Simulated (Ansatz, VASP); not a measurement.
# One calculation of Sn4SeS3, two programs

```
Sn Se S
1.0
     6.34163    0.00000   -0.10145
     0.00000    4.14057    0.00000
    -3.27112    0.00000    8.08284
Sn Se S
4 1 3
Direct
  0.28462 0.00000 0.78962
  0.78535 0.00000 0.28914
  0.67910 0.50000 0.66706
  0.19237 0.50000 0.18535
  0.98109 0.00000 0.94388
  0.50121 0.00000 0.44042
  0.53720 0.50000 0.09330
  0.03906 0.50000 0.59122
```

Alike in both runs: task single point; functional PBE; k mesh 6 × 8 × 6; occupations gaussian, width 0.02 eV; no spin polarisation.

|  | VASP | Ansatz |
| --- | --- | --- |
| version | VASP 6.6.1 | Ansatz 0.2.0 |
| potentials or method | VASP PAW PBE potentials, release 64 (Sn_d, Se, S), cutoff 520 eV | scalar-relativistic, plane waves, PAW |
| valence electrons in the cell | 80 | 90 |

|  | VASP | Ansatz | Ansatz less VASP |
| --- | --- | --- | --- |
| gap on the k mesh at the Fermi level (eV) | 0.49 | 0.50 | +0.010 |
| least direct gap on the mesh (eV) | 0.55 | 0.56 | +0.011 |
| pressure (GPa) | 0.0 | 0.0 | +0.03 |
| rms of the force components (eV/Å) | 0.005 | 0.003 | -0.0021 |

Atom by atom the forces differ by 0.004 eV/Å (rms over components). VASP's potentials hold 80 valence electrons a cell and Ansatz's 90, so a difference there can come from the potentials and not from the codes.
